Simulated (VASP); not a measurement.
Set up this calculation in VASP 6.6.1, as the native input.

```
Task                   : single point
Functional             : PBEsol
Potentials or basis    : VASP PAW PBE potentials, release 64 (Ag)
Cutoff                 : 520 eV
k mesh                 : 20 × 20 × 20
Occupations            : gaussian, width 0.15 eV
Spin                   : no spin polarisation
Dipole correction      : no
Further INCAR settings : ALGO = Fast; EDIFF = 1e-07; NBANDS = 12
```

The structure of Ag lies in POSCAR:

```
Ag
1.0
   -1.6556540000      1.7021778774      1.7021778774
    1.6556540000     -1.6091301226      1.6091301226
    1.6556540000      1.6091301226     -1.6091301226
Ag
1
Direct
    0.0000000000      0.0000000000      0.0000000000
```

This cell differs from its parent crystal: strain +0.0562 x Voigt [0, 0, 0, 1, 0, 0].

These files were run (other wordings do the same):

INCAR

```
PREC = Accurate
ENCUT = 520
EDIFF = 1E-7
ISMEAR = 0
SIGMA = 0.15
LREAL = False
LASPH = True
NELM = 80
ALGO = Fast
ISIF = 2
LWAVE = False
LCHARG = True
GGA = PS
LELF = True
LVHAR = True
NBANDS = 12
```

KPOINTS

```
Automatic mesh
0
Gamma
  20 20 20
```

Potentials or basis: VASP PAW PBE potentials, release 64 (Ag).

Command:

```sh
$ cat potpaw_PBE.64/Ag/POTCAR > POTCAR
$ mpirun -np 1 vasp_std > vasp.out
```

It gave:

```json
{
  "Pressure": "-7.1 GPa"
}
```

Caveat: the cell differs from its parent crystal (strain +0.0562 x Voigt [0, 0, 0, 1, 0, 0]); the PAW data sets were made with another functional, which shifts forces and pressure a little.

Run time: 74 s on 1 thread of Intel(R) Xeon(R) 6975P-C (Granite Rapids), on a shared host, peak memory 0.34 GiB.
